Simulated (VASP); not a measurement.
Wanted: the native input for a VASP 6.6.1 run.

```
Task                   : single point
Functional             : RPBE
Potentials or basis    : VASP PAW PBE potentials, release 64 (Zn)
Cutoff                 : 520 eV
k mesh                 : 14 × 14 × 14
Occupations            : fermi-dirac, width 0.1 eV
Spin                   : no spin polarisation
Dipole correction      : no
Further INCAR settings : ALGO = Normal; EDIFF = 1e-07; NBANDS = 12
```

The structure of Zn lies in POSCAR:

```
Zn
1.0
   -1.5911000635      1.5911000635      1.5911000635
    1.5911000635     -1.5911000635      1.5911000635
    1.5911000635      1.5911000635     -1.5911000635
Zn
1
Direct
    0.0000000000      0.0000000000      0.0000000000
```

This isn't the form of Zn at room conditions, which is hcp.

The input as run:

INCAR

```
PREC = Accurate
ENCUT = 520
EDIFF = 1E-7
ISMEAR = -1
SIGMA = 0.1
LREAL = False
LASPH = True
NELM = 60
ALGO = Normal
ISIF = 2
LWAVE = False
LCHARG = False
GGA = RP
NBANDS = 12
```

KPOINTS

```
Automatic mesh
0
Gamma
  14 14 14
```

Potentials or basis: VASP PAW PBE potentials, release 64 (Zn).

The run is started by

```sh
$ cat potpaw_PBE.64/Zn/POTCAR > POTCAR
$ mpirun -np 1 vasp_std > vasp.out
```

Results of the run:

| Quantity | Value |
| --- | --- |
| Pressure | 0.2 GPa |
| Band gap on the k mesh | zero (bands 6 and 7 overlap by 5.17 eV) |

Caveat: the PAW data sets were made with another functional, which shifts forces and pressure a little.

It took 10 s on 1 thread of Intel(R) Xeon(R) Platinum 8488C (Sapphire Rapids), with other jobs on the host, peak memory 0.13 GiB.
